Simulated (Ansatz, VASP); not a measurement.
## Two plane-wave programs on Ge

```
Ge
1.0
     6.05771    0.00000    0.00000
    -3.02885    5.24613    0.00000
     0.00000    0.00000    8.79594
Ge
8
Cartesian
  1.6050 0.0000 1.8982
  -0.8025 1.3900 1.8982
  2.2263 3.8561 1.8982
  4.4527 0.0000 1.8982
  -2.2263 3.8561 1.8982
  0.8025 1.3900 1.8982
  0.0000 3.4974 2.3705
  3.0289 1.7487 2.3705
```

Alike in both runs: task single point; functional PBE; k mesh 3 × 3 × 2; occupations gaussian, width 0.1 eV; no spin polarisation.

```csv
,VASP,Ansatz
version,VASP 6.6.1,Ansatz 0.2.0
potentials or method,"VASP PAW PBE potentials, release 64 (Ge_d), cutoff 520 eV","scalar-relativistic, plane waves, PAW"
valence electrons in the cell,112,112
```

|  | VASP | Ansatz | Ansatz less VASP |
| --- | --- | --- | --- |
| gap on the k mesh at the Fermi level (eV) | none | none | - |
| rms of the force components (eV/Å) | 19.049 | 18.460 | -0.5885 |

Atom by atom the forces differ by 0.590 eV/Å (rms over components). A gap of «none» marks a metal or a gap that the smearing closes. With one functional, cell and mesh, what is left measures potentials, basis and numerics.

The k mesh is coarse, so the values compare programs but aren't converged. Noted on VASP's run: the cell as given lies far from equilibrium.
